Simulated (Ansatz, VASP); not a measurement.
**InP3 in VASP and in Ansatz**

File INCAR:

```
ALGO = Normal
EDIFF = 1E-6
ENCUT = 520
GGA = PS
ISIF = 2
ISMEAR = 0
LASPH = True
LCHARG = False
LREAL = False
LWAVE = False
NBANDS = 38
NELM = 100
PREC = Accurate
SIGMA = 0.15
```

KPOINTS

```
k-points
0
Gamma
  6 6 6
```

File POSCAR:

```
InP3
1.0
    3.8635862510      2.2306425620      3.2793762812
   -3.8635862510      2.2306425620      3.2793762812
    0.0000000000     -4.4612851241      3.2793762812
In P
2 6
Direct
    0.2732789115      0.2732789115      0.2732789115
    0.7267210885      0.7267210885      0.7267210885
    0.7947108827      0.2411926280      0.7947108827
    0.7947108827      0.7947108827      0.2411926280
    0.2411926280      0.7947108827      0.7947108827
    0.2052891173      0.7588073720      0.2052891173
    0.7588073720      0.2052891173      0.2052891173
    0.2052891173      0.2052891173      0.7588073720
```

Input for Ansatz:

```yaml
crystal:
  lattice:
    - [3.863586251, 2.230642562, 3.2793762812]
    - [-3.863586251, 2.230642562, 3.2793762812]
    - [0.0, -4.4612851241, 3.2793762812]
  atoms:
    - { symbol: In, position: [0.2732789115, 0.2732789115, 0.2732789115] }
    - { symbol: In, position: [0.7267210885, 0.7267210885, 0.7267210885] }
    - { symbol: P, position: [0.7947108827, 0.241192628, 0.7947108827] }
    - { symbol: P, position: [0.7947108827, 0.7947108827, 0.241192628] }
    - { symbol: P, position: [0.241192628, 0.7947108827, 0.7947108827] }
    - { symbol: P, position: [0.2052891173, 0.758807372, 0.2052891173] }
    - { symbol: P, position: [0.758807372, 0.2052891173, 0.2052891173] }
    - { symbol: P, position: [0.2052891173, 0.2052891173, 0.758807372] }
basis:
  ecutwfc: 420
kpoints:
  mp_grid: { grid: [6, 6, 6] }
hamiltonian:
  xc: pbesol
scf:
  occupations: { method: gaussian, width: 0.15 }
output:
  forces: true
  stress: true
  eigenvalues: true
```

Change from the starting cell: strain +0.040 along x and y, +0.000 along z, atoms carried along.

Alike in both runs: task single point; functional PBEsol; k mesh 6 × 6 × 6; occupations gaussian, width 0.15 eV; no spin polarisation.

|  | VASP | Ansatz |
| --- | --- | --- |
| version | VASP 6.6.1 | Ansatz 0.2.0 |
| potentials or method | VASP PAW PBE potentials, release 64 (In_d, P), cutoff 520 eV | scalar-relativistic, plane waves, PAW |
| valence electrons in the cell | 56 | 56 |

```csv
,VASP,Ansatz,Ansatz less VASP
gap on the k mesh at the Fermi level (eV),none,none,-
pressure (GPa),-6.2,-6.2,+0.01
"traceless stress, the component that is largest in VASP (GPa)",2.95,2.93,-0.025
rms of the force components (eV/Å),0.292,0.283,-0.0091
```

VASP's potentials were made for PBE, not for PBEsol. Atom by atom the forces differ by 0.009 eV/Å (rms over components). A gap of «none» marks a metal or a gap that the smearing closes.
